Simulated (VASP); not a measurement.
Runs of VASP 6.6.1 on CaHf. The structure is that of space group Fm-3m (No. 225), or close to it. The cells are those of the table. 

```csv
task,cell,k mesh,cutoff (eV),gap on the mesh (eV),pressure (GPa),relaxed volume (Å³/atom)
single point,"a = 4.455 Å, angles 60.0°, 2 atoms",6 × 6 × 6,520,none,0.2,-
single point,"a = 4.479 Å, angles 60.0°, 2 atoms",16 × 16 × 16,520,none,-0.1,-
relaxation of cell and atoms,"relaxed from a = 4.455 Å, angles 60.0°, 2 atoms",16 × 16 × 16,600,none,0.0,(a)
relaxation of cell and atoms,"relaxed from a = 4.043 Å, angles 60.0°, 2 atoms",6 × 6 × 6,600,none,-0.1,31.59
```

Alike in all rows: level PBE; potentials or basis VASP PAW PBE potentials, release 64 (Ca_sv, Hf_pv); no spin polarisation; smearing gaussian 0.1 eV.

**Question.** Fill in the values left out.

**Answer.** (a) 31.72.

Caveats: spin-orbit coupling is left out, which moves the levels of the heavy elements; the volume moved by over 15 % at a fixed basis, so the end points are rough (some runs).

A k mesh can miss the band edges, and the runs leave out spin-orbit coupling on Hf.

A gap of «none» marks levels without a gap at the run's occupations.
